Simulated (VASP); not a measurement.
Here is a VASP 6.6.1 calculation.

INCAR

```
ALGO = Normal ; EDIFF = 1E-6
ENCUT = 520 ; GGA = PS
ISIF = 2 ; ISMEAR = 0
LASPH = T ; LCHARG = F
LREAL = F ; LWAVE = F
NBANDS = 49 ; NELM = 100
PREC = Accurate ; SIGMA = 0.05
```

File KPOINTS:

```
k-points
0
Gamma
  12 12 1
```

Contents of POSCAR:

```
WSe2
1.0
    3.2709028599      0.0000000000      0.0000000000
   -1.6354514299      2.8326849700      0.0000000000
    0.0000000000      0.0000000000     30.0602929214
W Se
3 6
Direct
    0.6666666667      0.3333333333      0.0000000000
    0.3333333333      0.6666666667      0.7734641576
    0.3333333333      0.6666666667      0.2265358424
    0.3333333333      0.6666666667      0.0573689705
    0.6666666667      0.3333333333      0.8308403050
    0.6666666667      0.3333333333      0.2838341585
    0.3333333333      0.6666666667      0.9426310295
    0.6666666667      0.3333333333      0.7161658415
    0.6666666667      0.3333333333      0.1691596950
```

Potentials or basis: VASP PAW PBE potentials, release 64 (W_sv, Se).

Command:

```sh
$ cat potpaw_PBE.64/W_sv/POTCAR potpaw_PBE.64/Se/POTCAR > POTCAR
$ mpirun -np 1 vasp_std > vasp.out
```

(1) What does it give for the largest force?

(2) Estimate the band gap on the k mesh.

Answers

(1) 0.785 eV/Å.

(2) 1.17 eV (least direct gap 1.73 eV).

Caveat: the cell differs from its parent crystal (strain +0.000 along x and y, +0.030 along z); there is no dipole correction, which matters where the two faces differ; the PAW data sets were made with another functional, which shifts forces and pressure a little; spin-orbit coupling is left out, which moves the levels of the heavy elements.
